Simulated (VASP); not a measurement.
A run of VASP 6.6.1:

POSCAR

```
TiRe3
1.0
    3.8326459062      0.0000000000      0.0000000000
    0.0000000000      3.8326459062      0.0000000000
    0.0000000000      0.0000000000      3.8326459062
Ti Re
1 3
Direct
    0.0000000000      0.0000000000      0.0000000000
    0.0000000000      0.5000000000      0.5000000000
    0.5000000000      0.0000000000      0.5000000000
    0.5000000000      0.5000000000      0.0000000000
```

INCAR.step1

```
PREC = Accurate
ENCUT = 600
ISMEAR = 0
SIGMA = 0.1
LREAL = F
LASPH = T
NELM = 60
GGA = PE
ALGO = Normal
EDIFF = 1E-4
LWAVE = T
LCHARG = F
```

File INCAR.step2:

```
PREC = Accurate
ENCUT = 600
EDIFF = 1E-7
ISMEAR = 0
SIGMA = 0.1
LREAL = F
LASPH = T
NELM = 60
ALGO = Normal
ISIF = 3
LWAVE = F
LCHARG = F
METAGGA = R2SCAN
LMIXTAU = T
IBRION = 2
NSW = 90
EDIFFG = -0.04
ISTART = 1
```

File KPOINTS:

```
Automatic mesh
0
Gamma
  4 4 4
```

Potentials or basis: VASP PAW PBE potentials, release 64 (Ti_sv, Re).

Command:

```bash
$ cat potpaw_PBE.64/Ti_sv/POTCAR potpaw_PBE.64/Re/POTCAR > POTCAR
$ cp INCAR.step1 INCAR
$ mpirun -np 1 vasp_std > vasp.out
$ cp INCAR.step2 INCAR
$ mpirun -np 1 vasp_std > vasp.out
```

Hardware: 1 thread of Intel(R) Xeon(R) Platinum 8488C (Sapphire Rapids), with other jobs on the host.

Problem. Estimate the wall time of this run.

Solution. Wall time 5.1 min on 1 thread of Intel(R) Xeon(R) Platinum 8488C (Sapphire Rapids), with other jobs on the host, peak memory 0.2 GiB. Counts: k points 10, ion steps 4.
